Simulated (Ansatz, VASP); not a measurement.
**Two plane-wave programs on MgS**

File INCAR:

```
ALGO     = Normal         # electronic algorithm
EDIFF    = 1E-6           # SCF threshold, eV
ENCUT    = 520            # plane-wave cutoff, eV
GGA      = PS             # functional
ISIF     = 2              # what is computed and relaxed
ISMEAR   = 0              # smearing method
LASPH    = T              # aspherical terms in the spheres
LCHARG   = T              # write CHGCAR
LELF     = T              # ELF
LREAL    = F              # projectors in reciprocal space
LVHAR    = T            
LWAVE    = F              # write WAVECAR
NBANDS   = 11             # bands
NELM     = 80             # most SCF steps
PREC     = Accurate       # precision mode
SIGMA    = 0.05           # smearing width, eV
```

The input KPOINTS:

```
k-points
0
Gamma
  8 8 8
```

POSCAR

```
MgS
1.0
    0.0000000000      2.5236005000      2.5236005000
    2.5236005000      0.0000000000      2.5236005000
    2.5236005000      2.5236005000      0.0000000000
Mg S
1 1
Direct
    0.0000000000      0.0000000000      0.0000000000
    0.5000000000      0.5000000000      0.5000000000
```

Input for Ansatz:

```yaml
crystal:
  lattice:
    - [0.0, 2.5236005, 2.5236005]
    - [2.5236005, 0.0, 2.5236005]
    - [2.5236005, 2.5236005, 0.0]
  atoms:
    - { symbol: Mg, position: [0.0, 0.0, 0.0] }
    - { symbol: S, position: [0.5, 0.5, 0.5] }
basis:
  ecutwfc: 420
kpoints:
  mp_grid: { grid: [8, 8, 8] }
hamiltonian:
  xc: pbesol
scf:
  occupations: { method: gaussian, width: 0.05 }
output:
  forces: true
  stress: true
  eigenvalues: true
```

Change from the starting cell: strain -0.030 along x and y, -0.030 along z, atoms carried along.

Alike in both runs: task single point; functional PBEsol; k mesh 8 × 8 × 8; occupations gaussian, width 0.05 eV; no spin polarisation.

|  | VASP | Ansatz |
| --- | --- | --- |
| version | VASP 6.6.1 | Ansatz 0.2.0 |
| potentials or method | VASP PAW PBE potentials, release 64 (Mg, S), cutoff 520 eV | scalar-relativistic, plane waves, PAW |
| valence electrons in the cell | 8 | 16 |

|  | VASP | Ansatz | Ansatz less VASP |
| --- | --- | --- | --- |
| gap on the k mesh at the Fermi level (eV) | 2.89 | 2.88 | -0.010 |
| least direct gap on the mesh (eV) | 4.35 | 4.35 | -0.004 |
| pressure (GPa) | 7.1 | 7.3 | +0.18 |

VASP's potentials were made for PBE, not for PBEsol. With one functional, cell and mesh, what is left measures potentials, basis and numerics. VASP's potentials hold 8 valence electrons a cell and Ansatz's 16, so a difference there can come from the potentials and not from the codes.
